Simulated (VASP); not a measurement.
# Ca2AlO (R-3m) in VASP: notebook, part 2 of 3

VASP 6.6.1. Earlier steps stand in the parts before.

## Step 3: Single point, PBE

This run uses another cell than the first one, of 20.51 Å³/atom.

Input file INCAR:

```
ALGO = Normal
EDIFF = 1E-7
ENCUT = 520
GGA = PE
ISIF = 2
ISMEAR = 0
LASPH = T
LCHARG = F
LREAL = F
LWAVE = F
NBANDS = 22
NELM = 80
PREC = Accurate
SIGMA = 0.1
```

Input file KPOINTS:

```
k-points
0
Gamma
  6 6 6
```

Input file POSCAR:

```
Ca2AlO
1.0
    1.7352444951      1.0018438763      7.8661965906
   -1.7352444951      1.0018438763      7.8661965906
    0.0000000000     -2.0036877527      7.8661965906
Ca Al O
2 1 1
Direct
    0.2253569654      0.2253569654      0.2253569654
    0.7746430346      0.7746430346      0.7746430346
    0.0000000000      0.0000000000      0.0000000000
    0.5000000000      0.5000000000      0.5000000000
```

Potentials or basis: VASP PAW PBE potentials, release 64 (Ca_sv, Al, O).

The run is started by

```console
> cat potpaw_PBE.64/Ca_sv/POTCAR potpaw_PBE.64/Al/POTCAR potpaw_PBE.64/O/POTCAR > POTCAR
> mpirun -np 1 vasp_std > vasp.out
```

OUTCAR:

```text
EDIFF = 1E-7
   ENCUT = 520
   GGA = PE
   ISIF = 2
   ISMEAR = 0
   LASPH = T
   LREAL = F
   NELM = 80
   PREC = Accurate

 ion  position               nearest neighbor table
   1  0.225  0.225  0.225-   4 2.44   4 2.44   4 2.44   3 3.24   3 3.24   3 3.24
   2  0.775  0.775  0.775-   4 2.44   4 2.44   4 2.44   3 3.24   3 3.24   3 3.24
   3  0.000  0.000  0.000-   2 3.24   1 3.24   2 3.24   2 3.24   1 3.24   1 3.24
   4  0.500  0.500  0.500-   1 2.44   2 2.44   1 2.44   1 2.44   2 2.44   2 2.44

  LATTYP: Found a trigonal (rhomboedric) cell.
 ALAT       =     8.1173772496
 COS(alpha) =     0.9086055368

  Lattice vectors:

 A1 = (   1.7352444951,   1.0018438763,   7.8661965906)
 A2 = (  -1.7352444951,   1.0018438763,   7.8661965906)
 A3 = (   0.0000000000,  -2.0036877527,   7.8661965906)

Analysis of symmetry for initial positions (statically):
=====================================================================
 Subroutine PRICEL returns:
 Original cell was already a primitive cell.

 Routine SETGRP: Setting up the symmetry group for a
 trigonal (rhombohedral) supercell.

 Subroutine GETGRP returns: Found 12 space group operations
 (whereof 12 operations were pure point group operations)
 out of a pool of 12 trial point group operations.

The static configuration has the point symmetry D_3d.

Analysis of symmetry for dynamics (positions and initial velocities):
=====================================================================
 Subroutine PRICEL returns:
 Original cell was already a primitive cell.

 Routine SETGRP: Setting up the symmetry group for a
 trigonal (rhombohedral) supercell.

 Subroutine GETGRP returns: Found 12 space group operations
 (whereof 12 operations were pure point group operations)
 out of a pool of 12 trial point group operations.

[... 120 lines left out ...]
   EFERMI_NEDOS =   21; number of points for ismear=-14 and -15
   IALGO  =     38    algorithm
   IMIX   =      4    mixing-type and parameters
     AMIX     =   0.40;   BMIX     =  1.00
     AMIX_MAG =   1.60;   BMIX_MAG =  1.00
  volume/ion in A,a.u.               =      20.51       138.42
  Fermi-wavevector in a.u.,A,eV,Ry     =   1.157485  2.187329 18.228687  1.339771
  Thomas-Fermi vector in A             =   2.294096
   LORBIT       =      0    0 simple, 1 ext, 2 COOP (PROOUT), +10 PAW based schemes
   GGA     = PE    functional components
   LHFCALC =     F    Hartree Fock is set to
   AEXX    =    0.0000 exact exchange contribution
   IVDW    =     0    specifies the selected vdW correction
   LEPSILON=     F    determine dielectric tensor
   LRPA    =     F    only Hartree local field effects (RPA)
 non-spin polarized calculation
 Gauss-broadening in eV      SIGMA  =   0.10
  energy-cutoff  :      520.00
  volume of cell :       82.05
 maximum number of plane-waves:      2237
   NGX = 31   NGY = 31   NGZ = 31

 number of electron      29.0000000 magnetization

 Free energy of the ion-electron system (eV)
  ---------------------------------------------------
  ext. energy  EPLUGINS =         0.00000000
  ---------------------------------------------------
  free energy    TOTEN  =       -18.20326437 eV

  energy without entropy =      -18.19468491  energy(sigma->0) =      -18.19897464

 E-fermi :   4.3164     XC(G=0):  -9.3955

 val. band max:        4.2857744449   @ k =   0.5000   0.5000   0.0000
 cond. band min:       4.3264119077   @ k =   0.5000   0.5000   0.1667
 fundamental gap:      0.0406374627
 Fermi energy:         4.3163963653

 k-point     1 :       0.0000    0.0000    0.0000
  band No.  band energies     occupation
      1     -36.7048      2.00000
      2     -36.6577      2.00000
      3     -18.1315      2.00000
      4     -17.5990      2.00000
      5     -17.5730      2.00000
      6     -17.5730      2.00000
[... 589 lines left out ...]
     21       8.7674      0.00000
     22       8.9402      0.00000

 [... further k-points ...]

------------------------ aborting loop because EDIFF is reached ----------------------------------------

  FORCE on cell =-STRESS in cart. coord.  units (eV):
  Direction    XX          YY          ZZ          XY          YZ          ZX
  --------------------------------------------------------------------------------------
  -------------------------------------------------------------------------------------
  Total        0.1119710      0.1119710      0.0973102      0.0000000     -0.0000000      0.0000000
  in kB        2.1864500      2.1864500      1.9001687      0.0000000     -0.0000000      0.0000000
  external PRESSURE =       2.0910229 kB  Pullay stress =       0.0000000 kB

 VOLUME and BASIS-vectors are now :
 -----------------------------------------------------------------------------
  energy-cutoff  :      520.00
  volume of cell :       82.05
      direct lattice vectors                 reciprocal lattice vectors
     1.735244495  1.001843876  7.866196591     0.288143833  0.166359920  0.042375414
    -1.735244495  1.001843876  7.866196591    -0.288143833  0.166359920  0.042375414
     0.000000000 -2.003687753  7.866196591     0.000000000 -0.332719839  0.042375414

 POSITION                                       TOTAL-FORCE (eV/Angst)
 -----------------------------------------------------------------------------------
      0.00000     -0.00000      5.31811         0.000000     -0.000000      0.041572
      0.00000     -0.00000     18.28048         0.000000      0.000000     -0.041572
      0.00000      0.00000      0.00000         0.000000      0.000000      0.000000
      0.00000     -0.00000     11.79929         0.000000     -0.000000     -0.000000
 -----------------------------------------------------------------------------------
    total drift:                                0.000000      0.000000     -0.000000

  FREE ENERGIE OF THE ION-ELECTRON SYSTEM (eV)
  ---------------------------------------------------
  free  energy   TOTEN  =       -18.2032643709 eV

  energy  without entropy=      -18.1946849071  energy(sigma->0) =      -18.19897464
```

OSZICAR:

```text
N       E                     dE             d eps       ncg     rms          rms(c)
DAV:   1     0.259496198397E+03    0.25950E+03   -0.13651E+04  1408   0.119E+03
DAV:   2     0.155898137909E+01   -0.25794E+03   -0.24954E+03  1546   0.353E+02
DAV:   3    -0.191061894585E+02   -0.20665E+02   -0.20426E+02  2348   0.855E+01
DAV:   4    -0.201913811411E+02   -0.10852E+01   -0.10785E+01  2034   0.174E+01
DAV:   5    -0.202320312476E+02   -0.40650E-01   -0.40642E-01  2028   0.264E+00    0.915E+00
DAV:   6    -0.182676141355E+02    0.19644E+01   -0.11819E+01  1928   0.180E+01    0.426E+00
DAV:   7    -0.182196896200E+02    0.47925E-01   -0.10915E+00  1836   0.629E+00    0.234E+00
DAV:   8    -0.182113188129E+02    0.83708E-02   -0.21568E-01  1680   0.313E+00    0.698E-01
DAV:   9    -0.182037456713E+02    0.75731E-02   -0.87871E-02  2264   0.149E+00    0.279E-01
DAV:  10    -0.182030103238E+02    0.73535E-03   -0.11585E-02  1770   0.611E-01    0.638E-02
DAV:  11    -0.182034697945E+02   -0.45947E-03   -0.22784E-03  1732   0.266E-01    0.994E-02
DAV:  12    -0.182032595693E+02    0.21023E-03   -0.10818E-03  1738   0.169E-01    0.887E-03
DAV:  13    -0.182032644536E+02   -0.48843E-05   -0.39108E-05  1742   0.441E-02    0.381E-03
DAV:  14    -0.182032643816E+02    0.72018E-07   -0.16329E-06  2008   0.701E-03    0.144E-03
DAV:  15    -0.182032643709E+02    0.10707E-07   -0.52144E-08  1238   0.180E-03
   1 F= -.18203264E+02 E0= -.18198975E+02  d E =-.857946E-02
```

Run time: 4.3 min. Hardware: 1 thread of Intel Xeon Platinum 8259CL at 2.50GHz (Skylake/Cascade Lake), shared host; peak memory 0.47 GiB.

Results:

```
Free energy            : -18.2033 eV
Pressure               : 0.2 GPa
Largest force          : 0.042 eV/Å
Band gap on the k mesh : zero (an odd number of electrons rules out a gap without spin polarisation)
```

Forces in eV/Å, atoms in the order of the input:
```
Ca   0.000  0.000  0.042
Ca   0.000  0.000 -0.042
Al   0.000  0.000  0.000
O    0.000  0.000  0.000
```

Caveat: an odd number of electrons without spin polarisation forces a metal; a magnetic or distorted state may lie lower.

## Step 4: Relaxation of cell and atoms, PBE

Input file INCAR:

```
SYSTEM = Ca2AlO
PREC = Accurate
ENCUT = 600
EDIFF = 1E-7
ISMEAR = 0
SIGMA = 0.1
LREAL = .False.
LASPH = .True.
NELM = 100
ALGO = Normal
ISIF = 3
LWAVE = .False.
LCHARG = .False.
GGA = PE
IBRION = 2
NSW = 90
EDIFFG = -0.04
```

Input file KPOINTS:

```
regular mesh
0
Gamma
  6 6 6
  0 0 0
```

Input file POSCAR:

```
Ca2AlO
1.0
    1.7479993100      1.0092078700      6.2900539000
   -1.7479993100      1.0092078700      6.2900539000
    0.0000000000     -2.0184157400      6.2900539000
Ca Al O
2 1 1
Direct
    0.2638869000      0.2638869000      0.2638869000
    0.7361131000      0.7361131000      0.7361131000
    0.0000000000      0.0000000000      0.0000000000
    0.5000000000      0.5000000000      0.5000000000
```

Potentials or basis: VASP PAW PBE potentials, release 64 (Ca_sv, Al, O).

The run is started by

```console
> cat potpaw_PBE.64/Ca_sv/POTCAR potpaw_PBE.64/Al/POTCAR potpaw_PBE.64/O/POTCAR > POTCAR
> mpirun -np 1 vasp_std > vasp.out
```

OUTCAR:

```text
SYSTEM = Ca2AlO
   PREC = Accurate
   ENCUT = 600
   EDIFF = 1E-7
   ISMEAR = 0
   LREAL = .False.
   LASPH = .True.
   NELM = 100
   ISIF = 3
   GGA = PE
   IBRION = 2
   NSW = 90
   EDIFFG = -0.04

 ion  position               nearest neighbor table
   1  0.264  0.264  0.264-   3 2.41   3 2.41   3 2.41
   2  0.736  0.736  0.736-   3 2.41   3 2.41   3 2.41
   3  0.000  0.000  0.000-   2 2.41   1 2.41   2 2.41   2 2.41   1 2.41   1 2.41
   4  0.500  0.500  0.500-

  LATTYP: Found a trigonal (rhomboedric) cell.
 ALAT       =     6.6059654993
 COS(alpha) =     0.8599639327

  Lattice vectors:

 A1 = (   1.7479993100,   1.0092078700,   6.2900539000)
 A2 = (  -1.7479993100,   1.0092078700,   6.2900539000)
 A3 = (   0.0000000000,  -2.0184157400,   6.2900539000)

Analysis of symmetry for initial positions (statically):
=====================================================================
 Subroutine PRICEL returns:
 Original cell was already a primitive cell.

 Routine SETGRP: Setting up the symmetry group for a
 trigonal (rhombohedral) supercell.

 Subroutine GETGRP returns: Found 12 space group operations
 (whereof 12 operations were pure point group operations)
 out of a pool of 12 trial point group operations.

[... 159 lines left out ...]

 number of electron      29.0000000 magnetization

 Free energy of the ion-electron system (eV)
  ---------------------------------------------------
  ext. energy  EPLUGINS =         0.00000000
  ---------------------------------------------------
  free energy    TOTEN  =        -9.37221804 eV

  energy without entropy =       -9.35578792  energy(sigma->0) =       -9.36400298

------------------------ aborting loop because EDIFF is reached ----------------------------------------

  FORCE on cell =-STRESS in cart. coord.  units (eV):
  Direction    XX          YY          ZZ          XY          YZ          ZX
  --------------------------------------------------------------------------------------
  -------------------------------------------------------------------------------------
  Total       16.4522125     16.4522124     11.7463254      0.0000000     -0.0000000      0.0000000
  in kB      395.9199534    395.9199517    282.6735065      0.0000000     -0.0000000      0.0000000
  external PRESSURE =     358.1711372 kB  Pullay stress =       0.0000000 kB
[... 1122 lines left out ...]
     17       7.8658      0.00000
     18       8.4889      0.00000

 [... further k-points ...]

[... ionic steps 4 to 11 ...]

--------------------------------------- Ionic step       12  -------------------------------------------

 number of electron      29.0000000 magnetization

------------------------ aborting loop because EDIFF is reached ----------------------------------------
[... 71 lines left out ...]
--------------------------------------- Ionic step       14  -------------------------------------------

 number of electron      29.0000001 magnetization

 Free energy of the ion-electron system (eV)
  ---------------------------------------------------
  ext. energy  EPLUGINS =         0.00000000
  ---------------------------------------------------
  free energy    TOTEN  =       -18.18581711 eV

  energy without entropy =      -18.17648366  energy(sigma->0) =      -18.18115038

 E-fermi :   4.3071     XC(G=0):  -9.4055

 val. band max:        4.2895654908   @ k =   0.5000   0.5000   0.0000
 cond. band min:       4.3105248854   @ k =   0.5000   0.5000   0.1667
 fundamental gap:      0.0209593946
 Fermi energy:         4.3070540735
[... 535 lines left out ...]
  FREE ENERGIE OF THE ION-ELECTRON SYSTEM (eV)
  ---------------------------------------------------
  free  energy   TOTEN  =       -18.1858171067 eV

  energy  without entropy=      -18.1764836608  energy(sigma->0) =      -18.18115038

 reached required accuracy - stopping structural energy minimisation
```

OSZICAR:

```text
N       E                     dE             d eps       ncg     rms          rms(c)
DAV:   1     0.292503059744E+03    0.29250E+03   -0.15677E+04  1152   0.169E+03
DAV:   2     0.153995387835E+02   -0.27710E+03   -0.27294E+03  1212   0.453E+02
DAV:   3    -0.978182701906E+01   -0.25181E+02   -0.24457E+02  2096   0.107E+02
[... 179 lines left out ...]
DAV:   5    -0.181853841356E+02   -0.20908E-03   -0.76618E-04  1468   0.256E-01    0.635E-02
DAV:   6    -0.181857637064E+02   -0.37957E-03   -0.50771E-04  2144   0.906E-02    0.320E-02
DAV:   7    -0.181858078339E+02   -0.44128E-04   -0.32498E-05  1886   0.408E-02    0.113E-02
DAV:   8    -0.181858169060E+02   -0.90721E-05   -0.94461E-06  1936   0.219E-02    0.155E-03
DAV:   9    -0.181858171154E+02   -0.20943E-06   -0.75248E-07  1412   0.587E-03    0.913E-04
DAV:  10    -0.181858171067E+02    0.86807E-08   -0.13224E-07   948   0.217E-03
  14 F= -.18185817E+02 E0= -.18181150E+02  d E =-.413714E-02
```

Wall time 37 min (1 thread of Intel Xeon Platinum 8259CL at 2.50GHz (Skylake/Cascade Lake), shared host); peak memory 0.48 GiB.

What came out:

```yaml
Free_energy: -18.1858 eV
Relaxed_volume: 20.46 Å³/atom
Relaxed_cell: a = 8.081 Å, b = 8.081 Å, c = 8.081 Å, α = 24.83°, β = 24.83°, γ = 24.83°
Space_group_after_relaxing_to_0.1_Å: R-3m (No. 166)
Energy_gained_by_relaxing: 2203.4 meV/atom
Ionic_steps: 14
Pressure_after_relaxing: 0.1 GPa
Largest_force_after_relaxing: 0.020 eV/Å
Band_gap_on_the_k_mesh: zero (an odd number of electrons rules out a gap without spin polarisation)
```

Forces in eV/Å, atoms in the order of the input:
```
Ca   0.000  0.000 -0.020
Ca   0.000  0.000  0.020
Al   0.000  0.000  0.000
O    0.000  0.000  0.000
```

The path:
| step | energy change (eV) | largest force (eV/Å) | pressure (GPa) | volume (Å³) |
| --- | --- | --- | --- | --- |
| 1 | 0.0000 | 10.1969 | 35.82 | 66.58 |
| 2 | -6.5795 | 1.6937 | -7.54 | 109.17 |
| 3 | -6.6191 | 2.2172 | -5.79 | 102.61 |
| 4 | -7.7107 | 1.7997 | -4.01 | 92.91 |
| 5 | -6.8195 | 4.5055 | 27.15 | 66.46 |
| 6 | -8.3910 | 0.7198 | -0.68 | 84.74 |
| 7 | -8.5290 | 0.4350 | 4.10 | 78.67 |
| 8 | -8.5356 | 0.1752 | 2.92 | 79.88 |
| 9 | -8.7739 | 0.5744 | 0.82 | 82.03 |
| 10 | -8.7775 | 0.6440 | 0.45 | 82.40 |
| 11 | -8.7780 | 0.6303 | 0.52 | 82.32 |
| 12 | -8.8091 | 0.1216 | -0.73 | 83.30 |
| 13 | -8.8095 | 0.0654 | -0.85 | 83.41 |
| 14 | -8.8136 | 0.0197 | 0.15 | 81.83 |

Final structure:
```xyz
4
Lattice="1.7371 1.0029 7.8285 -1.7371 1.0029 7.8285 0.0000 -2.0058 7.8285" Properties=species:S:1:pos:R:3 pbc="T T T"
Ca    0.0000    0.0000    5.2989
Ca    0.0000    0.0000   18.1867
Al    0.0000    0.0000    0.0000
O     0.0000    0.0000   11.7428
```

Caveat: the volume moved by over 15 % at a fixed basis, so the end points are rough; an odd number of electrons without spin polarisation forces a metal; a magnetic or distorted state may lie lower.

## Step 5: Single point, PBE, collinear spin, ferromagnetic start

Input file INCAR:

```
PREC = Accurate ; ENCUT = 520
EDIFF = 1E-6 ; ISMEAR = 0
SIGMA = 0.1 ; LREAL = F
LASPH = T ; NELM = 150
ALGO = Normal ; ISIF = 2
LWAVE = F ; LCHARG = F
ISPIN = 2 ; MAGMOM = 0 0 0 1
LORBIT = 11 ; GGA = PE
NBANDS = 26
```

Input file KPOINTS:

```
Automatic mesh
0
Gamma
  6 6 6
```

POSCAR is that of step 4.

Potentials or basis: VASP PAW PBE potentials, release 64 (Ca_sv, Al, O).

The run is started by

```console
> cat potpaw_PBE.64/Ca_sv/POTCAR potpaw_PBE.64/Al/POTCAR potpaw_PBE.64/O/POTCAR > POTCAR
> mpirun -np 1 vasp_std > vasp.out
```

OUTCAR:

```text
PREC = Accurate
   ENCUT = 520
   EDIFF = 1E-6
   ISMEAR = 0
   LREAL = F
   LASPH = T
   NELM = 150
   ISIF = 2
   ISPIN = 2
   LORBIT = 11
   GGA = PE

 ion  position               nearest neighbor table
   1  0.264  0.264  0.264-   3 2.41   3 2.41   3 2.41
   2  0.736  0.736  0.736-   3 2.41   3 2.41   3 2.41
   3  0.000  0.000  0.000-   2 2.41   1 2.41   2 2.41   2 2.41   1 2.41   1 2.41
   4  0.500  0.500  0.500-

  LATTYP: Found a trigonal (rhomboedric) cell.
 ALAT       =     6.6059654993
 COS(alpha) =     0.8599639327

  Lattice vectors:

 A1 = (   1.7479993100,   1.0092078700,   6.2900539000)
 A2 = (  -1.7479993100,   1.0092078700,   6.2900539000)
 A3 = (   0.0000000000,  -2.0184157400,   6.2900539000)

Analysis of symmetry for initial positions (statically):
=====================================================================
[... 1601 lines left out ...]

  FORCE on cell =-STRESS in cart. coord.  units (eV):
  Direction    XX          YY          ZZ          XY          YZ          ZX
  --------------------------------------------------------------------------------------
  -------------------------------------------------------------------------------------
  Total       16.4577260     16.4577259     11.7556118      0.0000000     -0.0000000      0.0000000
  in kB      396.0526354    396.0526337    282.8969829      0.0000000     -0.0000000      0.0000000
  external PRESSURE =     358.3340840 kB  Pullay stress =       0.0000000 kB

 VOLUME and BASIS-vectors are now :
 -----------------------------------------------------------------------------
  energy-cutoff  :      520.00
  volume of cell :       66.58
      direct lattice vectors                 reciprocal lattice vectors
     1.747999310  1.009207870  6.290053900     0.286041303  0.165146024  0.052993717
    -1.747999310  1.009207870  6.290053900    -0.286041303  0.165146024  0.052993717
     0.000000000 -2.018415740  6.290053900     0.000000000 -0.330292047  0.052993717

 POSITION                                       TOTAL-FORCE (eV/Angst)
 -----------------------------------------------------------------------------------
      0.00000      0.00000      4.97959        -0.000000      0.000000    -10.197456
      0.00000      0.00000     13.89057        -0.000000      0.000000     10.197456
      0.00000      0.00000      0.00000        -0.000000      0.000000      0.000000
      0.00000      0.00000      9.43508         0.000000     -0.000000      0.000000
 -----------------------------------------------------------------------------------
    total drift:                                0.000000     -0.000000      0.000000

  FREE ENERGIE OF THE ION-ELECTRON SYSTEM (eV)
  ---------------------------------------------------
  free  energy   TOTEN  =        -9.3699763841 eV

  energy  without entropy=       -9.3535484489  energy(sigma->0) =       -9.36176242

 total charge

# of ion       s       p       d       tot
------------------------------------------
    1        2.092   5.887   0.478   8.457
    2        2.092   5.887   0.478   8.457
    3        0.658   0.425   0.000   1.084
    4        1.565   3.266   0.000   4.830
--------------------------------------------------
tot          6.406  15.466   0.956  22.828

 magnetization (x)

# of ion       s       p       d       tot
------------------------------------------
    1        0.000   0.000   0.001   0.001
    2        0.000   0.000   0.001   0.001
    3        0.000   0.001   0.000   0.001
    4        0.000   0.001   0.000   0.001
--------------------------------------------------
tot          0.000   0.002   0.001   0.004
```

Wall time 6.1 min (1 thread of Intel Xeon Platinum 8259CL at 2.50GHz (Skylake/Cascade Lake), shared host); peak memory 0.49 GiB.

What came out:

| Property | Result |
| --- | --- |
| Free energy | -9.3700 eV |
| Pressure | 35.8 GPa |
| Largest force | 10.197 eV/Å |
| Net moment | 0.01 μB per cell |
| Valence electrons inside the program's atomic spheres | Ca 8.46; Al 1.08; O 4.83 |

Forces in eV/Å, atoms in the order of the input:
```
Ca    0.000   0.000 -10.197
Ca    0.000   0.000  10.197
Al    0.000   0.000   0.000
O     0.000   0.000   0.000
```

Caveat: the cell stands under pressure; forces of over 1 eV/Å act on the atoms, so gaps and moduli don't describe the material at rest.

(Part 2 of 3 ends here.)
